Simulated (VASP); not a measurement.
Here is a VASP 6.6.1 calculation.

INCAR

```
SYSTEM = PIr2
  PREC = Accurate
  ENCUT = 520
  EDIFF = 1E-8
  ISMEAR = -1
  SIGMA = 0.05
  LREAL = .FALSE.
  LASPH = .TRUE.
  NELM = 60
  ALGO = Normal
  ISIF = 2
  LWAVE = .FALSE.
  LCHARG = .FALSE.
  GGA = CA
  LEFG = .TRUE.
  NBANDS = 18
```

KPOINTS

```
regular mesh
0
G
  11 11 11
  0 0 0
```

File POSCAR:

```
PIr2
1.0
    0.0000000000      2.8039186501      2.8039186501
    2.8039186501      0.0000000000      2.8039186501
    2.8039186501      2.8039186501      0.0000000000
P Ir
1 2
Direct
    0.0000000000      0.0000000000      0.0000000000
    0.2500000000      0.2500000000      0.2500000000
    0.7500000000      0.7500000000      0.7500000000
```

Potentials or basis: VASP PAW LDA potentials, release 64 (P, Ir).

Command:

```sh
$ cat potpaw_LDA.64/P/POTCAR potpaw_LDA.64/Ir/POTCAR > POTCAR
$ mpirun -np 1 vasp_std > vasp.out
```

Q: Predict the band gap on the k mesh.

A: Zero (an odd number of electrons rules out a gap without spin polarisation).

Q: Predict the pressure.

A: -13.7 GPa.

Caveat: the cell stands under tension; spin-orbit coupling is left out, which moves the levels of the heavy elements.
